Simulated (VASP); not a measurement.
Li: relaxation of cell and atoms with PBEsol

Li:

```
Li
1.0
     4.96121    0.00000    0.00000
    -2.48060    4.29653    0.00000
     0.00000    0.00000    3.04122
Li
3
Cartesian
  0.0000 0.0000 0.0000
  0.0000 2.8644 1.5206
  2.4806 1.4322 1.5206
```

This isn't the form of Li at room conditions, which is bcc.

```yaml
Program: VASP 6.6.1
Task: relaxation of cell and atoms
Functional: PBEsol
Potentials_or_basis: VASP PAW PBE potentials, release 64 (Li_sv)
Cutoff: 600 eV
k_mesh: 7 × 7 × 10
Occupations: fermi-dirac, width 0.1 eV
Spin: no spin polarisation
Dipole_correction: no
Further_INCAR_settings: ALGO = Normal; EDIFF = 1e-06; IBRION = 2; EDIFFG = -0.01; NSW = 80; ISIF = 3
```

```
Relaxed volume                        : 19.97 Å³/atom
Relaxed cell                          : a = 4.908 Å, b = 4.908 Å, c = 2.872 Å, α = 90.00°, β = 90.00°, γ = 120.00°
Space group after relaxing (to 0.1 Å) : P6/mmm (No. 191)
Energy gained by relaxing             : 7.1 meV/atom
Ionic steps                           : 7
Pressure after relaxing               : 0.0 GPa
Band gap on the k mesh                : zero (an odd number of electrons rules out a gap without spin polarisation)
```

The path:
| step | energy change (eV) | largest force (eV/Å) | pressure (GPa) | volume (Å³) |
| --- | --- | --- | --- | --- |
| 1 | 0.0000 | 0.0000 | -0.87 | 64.83 |
| 2 | -0.0074 | 0.0000 | -0.69 | 63.73 |
| 3 | -0.0201 | 0.0000 | -0.11 | 60.51 |
| 4 | -0.0209 | 0.0000 | 0.13 | 59.44 |
| 5 | -0.0209 | 0.0000 | 0.09 | 59.58 |
| 6 | -0.0212 | 0.0000 | 0.06 | 59.71 |
| 7 | -0.0214 | 0.0000 | 0.01 | 59.91 |

Final structure:
```
Li
1.0
     4.90815    0.00000    0.00000
    -2.45408    4.25059    0.00000
     0.00000    0.00000    2.87183
Li
3
Direct
  0.00000 0.00000 0.00000
  0.33333 0.66667 0.50000
  0.66667 0.33333 0.50000
```

Levels at points of the mesh, in eV from the Fermi level:
```
           k point  band 2  band 3  band 4  band 5  band 6  band 7
(0.00, 0.00, 0.00)  -45.95  -45.85   -3.60    2.08    2.08    2.14
(0.00, 0.00, 0.50)  -45.94  -45.84   -0.55    0.12    5.44    5.50
```

Run time: 45 s on 1 thread of Intel(R) Xeon(R) Platinum 8488C (Sapphire Rapids) (shared host), peak memory 0.19 GiB.

Caveat: the cutoff is under 1.25 times the usual one of these potentials, so pressure, stress and relaxed cells hold a basis-set (Pulay) error; the PAW data sets were made with another functional, which shifts forces and pressure a little.
